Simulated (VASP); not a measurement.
Write the native input for VASP 6.6.1 that does the following.

```
Task                   : electric field gradients
Functional             : LDA
Potentials or basis    : VASP PAW LDA potentials, release 64 (Y_sv)
Cutoff                 : 520 eV
k mesh                 : 13 × 13 × 13
Occupations            : fermi-dirac, width 0.05 eV
Spin                   : no spin polarisation
Dipole correction      : no
Further INCAR settings : ALGO = Normal; EDIFF = 1e-08; NBANDS = 12
```

The structure of Y lies in POSCAR:

```
Y
1.0
   -0.0248500000      2.4725750000      2.4725750000
    2.4725750000     -0.0248500000      2.4725750000
    2.4725750000      2.4725750000     -0.0248500000
Y
1
Direct
    0.0000000000      0.0000000000      0.0000000000
```

This cell differs from its parent crystal: equal xy, yz and zx shear strains of -1 %.

The input as run:

INCAR

```
SYSTEM = Y
PREC = Accurate
ENCUT = 520
EDIFF = 1E-8
ISMEAR = -1
SIGMA = 0.05
LREAL = .False.
LASPH = .True.
NELM = 60
ALGO = Normal
ISIF = 2
LWAVE = .False.
LCHARG = .False.
GGA = CA
LEFG = .True.
NBANDS = 12
```

KPOINTS

```
Automatic mesh
0
Gamma
  13 13 13
  0 0 0
```

Potentials or basis: VASP PAW LDA potentials, release 64 (Y_sv).

Run with:

```bash
$ cat potpaw_LDA.64/Y_sv/POTCAR > POTCAR
$ mpirun -np 1 vasp_std > vasp.out
```

Results of the run:

```json
{
  "Pressure": "-1.9 GPa",
  "Band gap on the k mesh": "zero (an odd number of electrons rules out a gap without spin polarisation)",
  "Largest electric field gradient by atom": "Y +6.9 V/Å²"
}
```

Caveat: the cell differs from its parent crystal (equal xy, yz and zx shear strains of -1 %); without QUAD_EFG the Cq values of the log hold for a quadrupole moment of 1 mb, not for the nuclei.

Wall time 38 s on 1 thread of AMD EPYC 9R45 96-Core Processor (Zen 5) (shared host), peak memory 0.2 GiB.
